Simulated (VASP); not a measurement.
# Mg3ZrN (P6mm) in VASP: further runs

The runs below take Mg3ZrN through single point, relaxation of cell and atoms, with PBE.

All numbers are computed with VASP 6.6.1; they aren't measurements. Logs are shortened: lines on timing, memory, paths and dates and some standing lists are left out, and cuts for length are marked.

**1. The cell of the first run**

The structure is hexagonal, space group P6mm (No. 183). The conventional cell has a = 5.037 Å, b = 5.037 Å, c = 6.989 Å, α = 90.00°, β = 90.00°, γ = 120.00°. Mg (site symmetry 3m) has 6 Mg at 2.91 to 3.38 Å and 3 Zr at 3.27 Å within 3.8 Å. Mg (site symmetry 6mm) has 1 N at 1.95 Å within 2.6 Å. Zr (site symmetry 6mm) has 1 N at 1.81 Å within 2.4 Å. Within 2.4 Å of N (site symmetry 6mm) lie 1 Zr at 1.81 Å and 1 Mg at 1.95 Å.

The cell was generated, and may not be a known phase.

**2. Single point, PBE**

INCAR

```
SYSTEM = Mg3ZrN
PREC     = Accurate       ! precision mode
ENCUT    = 840            ! plane-wave cutoff, eV
EDIFF    = 1E-6           ! SCF threshold, eV
ISMEAR   = 0              ! smearing method
SIGMA    = 0.1            ! smearing width, eV
LREAL    = .False.        ! projectors in reciprocal space
LASPH    = .True.         ! aspherical terms in the spheres
NELM     = 120            ! most SCF steps
ALGO     = Normal         ! electronic algorithm
ISIF     = 2              ! what is computed and relaxed
LWAVE    = .False.        ! write WAVECAR
LCHARG   = .False.        ! write CHGCAR
GGA      = PE             ! functional
NBANDS   = 32             ! bands
GGA_COMPAT= .False.
```

KPOINTS

```
regular mesh
0
Gamma
  6 6 4
  0 0 0
```

POSCAR

```
Mg3ZrN
1.0
    5.0370846635      0.0000000000      0.0000000000
   -2.5185423317      4.3622432796      0.0000000000
    0.0000000000      0.0000000000      6.9889552841
Mg Zr N
3 1 1
Direct
    0.3333333333      0.6666666667      0.2884475204
    0.6666666667      0.3333333333      0.2884475204
    0.0000000000      0.0000000000      0.5354261059
    0.0000000000      0.0000000000      0.0734011787
    0.0000000000      0.0000000000      0.8145640147
```

Potentials or basis: VASP PAW PBE potentials, release 64 (Mg_sv, Zr_sv, N).

Run with:

```bash
$ cat potpaw_PBE.64/Mg_sv/POTCAR potpaw_PBE.64/Zr_sv/POTCAR potpaw_PBE.64/N/POTCAR > POTCAR
$ mpirun -np 1 vasp_std > vasp.out
```

OUTCAR:

```text
SYSTEM = Mg3ZrN
   PREC = Accurate
   ENCUT = 840
   EDIFF = 1E-6
   ISMEAR = 0
   LREAL = .False.
   LASPH = .True.
   NELM = 120
   ISIF = 2
   GGA = PE

 ion  position               nearest neighbor table
   1  0.333  0.667  0.288-
   2  0.667  0.333  0.288-
   3  0.000  0.000  0.535-   5 1.95
   4  0.000  0.000  0.073-   5 1.81
   5  0.000  0.000  0.815-   4 1.81   3 1.95

  LATTYP: Found a hexagonal cell.
 ALAT       =     5.0370846635
 C/A-ratio  =     1.3875000622

  Lattice vectors:

 A1 = (   5.0370846635,   0.0000000000,   0.0000000000)
 A2 = (  -2.5185423317,   4.3622432796,   0.0000000000)
 A3 = (   0.0000000000,   0.0000000000,   6.9889552841)

Analysis of symmetry for initial positions (statically):
=====================================================================
 Subroutine PRICEL returns:
 Original cell was already a primitive cell.

 Routine SETGRP: Setting up the symmetry group for a
 hexagonal supercell.

 Subroutine GETGRP returns: Found 12 space group operations
 (whereof 12 operations were pure point group operations)
 out of a pool of 24 trial point group operations.

The static configuration has the point symmetry C_6v.

Analysis of symmetry for dynamics (positions and initial velocities):
=====================================================================
 Subroutine PRICEL returns:
 Original cell was already a primitive cell.

 Routine SETGRP: Setting up the symmetry group for a
 hexagonal supercell.

 Subroutine GETGRP returns: Found 12 space group operations
 (whereof 12 operations were pure point group operations)
 out of a pool of 24 trial point group operations.

The dynamic configuration has the point symmetry C_6v.

 Subroutine INISYM returns: Found 12 space group operations
 (whereof 12 operations are pure point group operations),
 and found     1 'primitive' translations

----------------------------------------------------------------------------------------

                                     Primitive cell

  volume of cell :     153.5682

  direct lattice vectors                    reciprocal lattice vectors
     5.037084663  0.000000000  0.000000000     0.198527535  0.114619926  0.000000000
    -2.518542332  4.362243280  0.000000000     0.000000000  0.229239851  0.000000000
     0.000000000  0.000000000  6.988955284     0.000000000  0.000000000  0.143082901

  length of vectors
     5.037084663  5.037084663  6.988955284     0.229239851  0.229239851  0.143082901

  position of ions in fractional coordinates (direct lattice)
     0.333333333  0.666666667  0.288447520
     0.666666667  0.333333333  0.288447520
     0.000000000  0.000000000  0.535426106
     0.000000000  0.000000000  0.073401179
     0.000000000  0.000000000  0.814564015

  ion indices of the primitive-cell ions
   primitive index   ion index
                 1           1
                 2           2
                 3           3
                 4           4
                 5           5

----------------------------------------------------------------------------------------

 KPOINTS: regular mesh

Automatic generation of k-mesh.
 Grid dimensions read from file:
 generate k-points for:    6    6    4

 Generating k-lattice:

  Cartesian coordinates                     Fractional coordinates (reciprocal lattice)
     0.033087922  0.019103321  0.000000000     0.166666667 -0.000000000  0.000000000
     0.000000000  0.038206642  0.000000000     0.000000000  0.166666667  0.000000000
     0.000000000  0.000000000  0.035770725     0.000000000  0.000000000  0.250000000

  Length of vectors
     0.038206642  0.038206642  0.035770725

  Shift w.r.t. Gamma in fractional coordinates (k-lattice)
     0.000000000  0.000000000  0.000000000

 Subroutine IBZKPT returns following result:
 ===========================================

 Found     21 irreducible k-points:

 Following reciprocal coordinates:
            Coordinates               Weight
  0.000000  0.000000  0.000000      1.000000
  0.166667 -0.000000  0.000000      6.000000
  0.333333 -0.000000  0.000000      6.000000
  0.500000 -0.000000  0.000000      3.000000
  0.166667  0.166667  0.000000      6.000000
  0.333333  0.166667  0.000000     12.000000
[... 13 lines left out ...]
  0.333333  0.166667  0.500000     12.000000
  0.333333  0.333333  0.500000      2.000000
   k-points           NKPTS =     21   k-points in BZ     NKDIM =     21   number of bands    NBANDS=     32
   number of dos      NEDOS =    301   number of ions     NIONS =      5
   total plane-waves  NPLWV = 161280
   dimension x,y,z NGX =    48 NGY =   48 NGZ =   70
   dimension x,y,z NGXF=    96 NGYF=   96 NGZF=  140
   ions per type =               3   1   1
   NGX,Y,Z   is equivalent  to a cutoff of  15.84, 15.84, 16.65 a.u.
   NGXF,Y,Z  is equivalent  to a cutoff of  31.68, 31.68, 33.30 a.u.
 SYSTEM =  Mg3ZrN
   PREC   = accura    normal or accurate (medium, high low for compatibility)
   ISTART =      0    job   : 0-new  1-cont  2-samecut
   ICHARG =      2    charge: 1-file 2-atom 10-const
   ISPIN  =      1    spin polarized calculation?
   LNONCOLLINEAR =      F non collinear calculations
   LSORBIT =      F    spin-orbit coupling
   LASPH  =      T    aspherical Exc in radial PAW
   ENCUT  =  840.0 eV  61.74 Ry    7.86 a.u.  11.90 11.90 16.52*2*pi/ulx,y,z
   NELM   =    120;   NELMIN=  2; NELMDL= -5     # of ELM steps
   EDIFF  = 0.1E-05   stopping-criterion for ELM
   LREAL  =      F    real-space projection
   EDIFFG = 0.1E-04   stopping-criterion for IOM
   NSW    =      0    number of steps for IOM
   IBRION =     -1    ionic relax: 0-MD 1-quasi-New 2-CG
   NFREE  =      0    steps in history (QN), initial steepest desc. (CG)
   ISIF   =      2    stress and relaxation
   ISYM   =      2    0-nonsym 1-usesym 2-fastsym
   POTIM  = 0.5000    time-step for ionic-motion
   TEBEG  =    0.0;   TEEND  =   0.0 temperature during run
   PSTRESS=    0.0 pullay stress
   NELECT =      47.0000    total number of electrons
   NUPDOWN=      -1.0000    fix difference up-down
   EMIN   =  10.00;   EMAX   =-10.00  energy-range for DOS
   EFERMI =   0.00;   METHOD = LEGACY
   ISMEAR =     0;   SIGMA  =   0.10  broadening in eV -4-tet -1-fermi 0-gaus
   EFERMI_NEDOS =   21; number of points for ismear=-14 and -15
   IALGO  =     38    algorithm
   IMIX   =      4    mixing-type and parameters
     AMIX     =   0.40;   BMIX     =  1.00
     AMIX_MAG =   1.60;   BMIX_MAG =  1.00
  volume/ion in A,a.u.               =      30.71       207.27
  Fermi-wavevector in a.u.,A,eV,Ry     =   1.103249  2.084839 16.560453  1.217159
  Thomas-Fermi vector in A             =   2.239704
   LORBIT       =      0    0 simple, 1 ext, 2 COOP (PROOUT), +10 PAW based schemes
   GGA     = PE    functional components
   LHFCALC =     F    Hartree Fock is set to
   AEXX    =    0.0000 exact exchange contribution
   IVDW    =     0    specifies the selected vdW correction
   LEPSILON=     F    determine dielectric tensor
   LRPA    =     F    only Hartree local field effects (RPA)
 non-spin polarized calculation
 Gauss-broadening in eV      SIGMA  =   0.10
  energy-cutoff  :      840.00
  volume of cell :      153.57
 maximum number of plane-waves:      8526
 NGX is ok and might be reduce to    48
   NGX = 23   NGY = 23   NGZ = 33

 number of electron      47.0000012 magnetization

 Free energy of the ion-electron system (eV)
  ---------------------------------------------------
  ext. energy  EPLUGINS =         0.00000000
  ---------------------------------------------------
  free energy    TOTEN  =       -19.86103567 eV

  energy without entropy =      -19.83433086  energy(sigma->0) =      -19.84768327

 E-fermi :   1.0133     XC(G=0):  -7.4243

 val. band max:        0.9823776634   @ k =   0.1667  -0.0000   0.0000
 cond. band min:       1.0362830593   @ k =   0.1667  -0.0000   0.2500
 fundamental gap:      0.0539053959
 Fermi energy:         1.0132549050

 k-point     1 :       0.0000    0.0000    0.0000
  band No.  band energies     occupation
      1     -74.6055      2.00000
      2     -74.6001      2.00000
      3     -74.4917      2.00000
      4     -47.7845      2.00000
      5     -41.3970      2.00000
      6     -41.3902      2.00000
[... 24 lines left out ...]
     31       5.0489      0.00000
     32       6.4670      0.00000

 k-point     2 :       0.1667   -0.0000    0.0000
  band No.  band energies     occupation
      1     -74.6052      2.00000
      2     -74.6005      2.00000
      3     -74.4917      2.00000
      4     -47.7845      2.00000
      5     -41.3966      2.00000
      6     -41.3907      2.00000
[... 24 lines left out ...]
     31       5.8106      0.00000
     32       6.0776      0.00000

 k-point     3 :       0.3333   -0.0000    0.0000
  band No.  band energies     occupation
      1     -74.6044      2.00000
      2     -74.6013      2.00000
      3     -74.4917      2.00000
      4     -47.7845      2.00000
      5     -41.3956      2.00000
      6     -41.3917      2.00000
[... 24 lines left out ...]
     31       5.2793      0.00000
     32       5.7023      0.00000

 k-point     4 :       0.5000   -0.0000    0.0000
  band No.  band energies     occupation
      1     -74.6037      2.00000
      2     -74.6019      2.00000
      3     -74.4917      2.00000
      4     -47.7845      2.00000
      5     -41.3948      2.00000
      6     -41.3925      2.00000
[... 24 lines left out ...]
     31       5.3361      0.00000
     32       5.4502      0.00000

 k-point     5 :       0.1667    0.1667    0.0000
  band No.  band energies     occupation
      1     -74.6046      2.00000
      2     -74.6011      2.00000
      3     -74.4918      2.00000
      4     -47.7845      2.00000
      5     -41.3959      2.00000
      6     -41.3914      2.00000
[... 479 lines left out ...]
     31       4.9967      0.00000
     32       5.9734      0.00000

 k-point    19 :       0.1667    0.1667    0.5000
  band No.  band energies     occupation
      1     -74.6046      2.00000
      2     -74.6010      2.00000
      3     -74.4917      2.00000
      4     -47.7845      2.00000
      5     -41.3959      2.00000
      6     -41.3914      2.00000
[... 24 lines left out ...]
     31       5.4759      0.00000
     32       5.5645      0.00000

 k-point    20 :       0.3333    0.1667    0.5000
  band No.  band energies     occupation
      1     -74.6038      2.00000
      2     -74.6019      2.00000
      3     -74.4918      2.00000
      4     -47.7845      2.00000
      5     -41.3948      2.00000
      6     -41.3925      2.00000
[... 24 lines left out ...]
     31       5.1780      0.00000
     32       5.5687      0.00000

 k-point    21 :       0.3333    0.3333    0.5000
  band No.  band energies     occupation
      1     -74.6029      2.00000
      2     -74.6029      2.00000
      3     -74.4918      2.00000
      4     -47.7844      2.00000
      5     -41.3937      2.00000
      6     -41.3937      2.00000
[... 24 lines left out ...]
     31       5.1241      0.00000
     32       6.0439      0.00000

------------------------ aborting loop because EDIFF is reached ----------------------------------------

  FORCE on cell =-STRESS in cart. coord.  units (eV):
  Direction    XX          YY          ZZ          XY          YZ          ZX
  --------------------------------------------------------------------------------------
  -------------------------------------------------------------------------------------
  Total       -0.1345574     -0.1345574      0.1129951     -0.0000000     -0.0000000      0.0000000
  in kB       -1.4038370     -1.4038370      1.1788783     -0.0000000     -0.0000000      0.0000000
  external PRESSURE =      -0.5429319 kB  Pullay stress =       0.0000000 kB

 VOLUME and BASIS-vectors are now :
 -----------------------------------------------------------------------------
  energy-cutoff  :      840.00
  volume of cell :      153.57
      direct lattice vectors                 reciprocal lattice vectors
     5.037084663  0.000000000  0.000000000     0.198527535  0.114619926  0.000000000
    -2.518542332  4.362243280  0.000000000     0.000000000  0.229239851  0.000000000
     0.000000000  0.000000000  6.988955284     0.000000000  0.000000000  0.143082901

 POSITION                                       TOTAL-FORCE (eV/Angst)
 -----------------------------------------------------------------------------------
     -0.00000      2.90816      2.01595         0.000000     -0.000000     -0.007242
      2.51854      1.45408      2.01595         0.000000     -0.000000     -0.007242
      0.00000      0.00000      3.74207        -0.000000     -0.000000     -0.014603
      0.00000      0.00000      0.51300        -0.000000      0.000000      0.168570
      0.00000      0.00000      5.69295        -0.000000      0.000000     -0.139484
 -----------------------------------------------------------------------------------
    total drift:                               -0.000000     -0.000000      0.003168

  FREE ENERGIE OF THE ION-ELECTRON SYSTEM (eV)
  ---------------------------------------------------
  free  energy   TOTEN  =       -19.8610356711 eV

  energy  without entropy=      -19.8343308610  energy(sigma->0) =      -19.84768327
```

It took 2.4 min on 1 thread of Intel Xeon 6975P-C (Granite Rapids), shared host; peak memory 0.52 GiB.

Results:

* Free energy: -19.8610 eV
* Pressure: -0.1 GPa
* Largest force: 0.169 eV/Å
* Band gap on the k mesh: zero (an odd number of electrons rules out a gap without spin polarisation)

Forces on the atoms (eV/Å):
```
Mg   0.000  0.000 -0.007
Mg   0.000  0.000 -0.007
Mg   0.000  0.000 -0.015
Zr   0.000  0.000  0.169
N    0.000  0.000 -0.139
```

**3. Relaxation of cell and atoms, PBE**

This run uses another cell than the first one, of 18.65 Å³/atom.

INCAR

```
ALGO = Normal ; EDIFF = 1E-7
EDIFFG = -0.04 ; ENCUT = 840
GGA = PE ; GGA_COMPAT = F
IBRION = 2 ; ISIF = 3
ISMEAR = 0 ; LASPH = T
LCHARG = F ; LREAL = F
LWAVE = F ; NELM = 120
NELMIN = 4 ; NSW = 90
PREC = Accurate ; SIGMA = 0.1
```

KPOINTS

```
k-points
0
Gamma
  6 6 2
```

POSCAR

```
Mg3ZrN
1.0
    3.4594675400      0.0000000000      0.0000000000
   -1.7297337700      2.9959867700      0.0000000000
    0.0000000000      0.0000000000      8.9970919700
Mg Zr N
3 1 1
Direct
    0.3333333300      0.6666666700      0.3864852200
    0.6666666700      0.3333333300      0.3864852200
    0.0000000000      0.0000000000      0.3870602500
    0.0000000000      0.0000000000      0.0405410300
    0.0000000000      0.0000000000      0.7997146200
```

Potentials or basis: VASP PAW PBE potentials, release 64 (Mg_sv, Zr_sv, N).

Run with:

```bash
$ cat potpaw_PBE.64/Mg_sv/POTCAR potpaw_PBE.64/Zr_sv/POTCAR potpaw_PBE.64/N/POTCAR > POTCAR
$ mpirun -np 1 vasp_std > vasp.out
```

Run time: 62 min. Hardware: 1 thread of Intel Xeon Platinum 8488C (Sapphire Rapids), shared host; peak memory 0.41 GiB.

It converged, with:

| Property | Result |
| --- | --- |
| Free energy | -19.4668 eV |
| Relaxed volume | 28.04 Å³/atom |
| Relaxed cell | a = 4.659 Å, b = 4.659 Å, c = 7.459 Å, α = 90.00°, β = 90.00°, γ = 120.00° |
| Space group after relaxing (to 0.1 Å) | P6mm (No. 183) |
| Pressure after relaxing | 0.0 GPa |
| Largest force after relaxing | 0.033 eV/Å |
| Band gap on the k mesh | zero (an odd number of electrons rules out a gap without spin polarisation) |

Forces on the atoms (eV/Å):
```
Mg   0.000  0.000  0.000
Mg   0.000  0.000  0.000
Mg   0.000  0.000 -0.020
Zr   0.000  0.000 -0.012
N    0.000  0.000  0.033
```

Final structure:
```
Mg Zr N
1.0
     4.65914    0.00000    0.00000
    -2.32957    4.03494    0.00000
     0.00000    0.00000    7.45895
Mg Zr N
3 1 1
Direct
  0.33333 0.66667 0.29784
  0.66667 0.33333 0.29784
  0.00000 0.00000 0.54657
  0.00000 0.00000 0.04965
  0.00000 0.00000 0.80838
```

Levels at points of the mesh, in eV from the Fermi level:
```tsv
k point	band 19	band 20	band 21	band 22	band 23	band 24	band 25	band 26	band 27	band 28
(0.00, 0.00, 0.00)	-2.85	-2.00	-1.64	-1.64	0.35	0.35	1.65	1.65	1.71	3.37
(0.50, 0.00, 0.00)	-3.31	-2.56	-2.12	-1.76	-0.61	0.04	0.27	1.60	1.88	2.72
(0.00, 0.00, 0.50)	-2.88	-1.67	-1.67	-1.47	0.36	0.36	1.48	1.95	1.95	3.30
(0.50, 0.00, 0.50)	-3.65	-2.08	-1.90	-1.83	-0.27	0.02	0.32	1.53	1.88	2.86
```

Caveat: the volume moved by over 15 % at a fixed basis, so the end points are rough.

The gap in the log of VASP goes by the Fermi energy; the results here count the filled bands.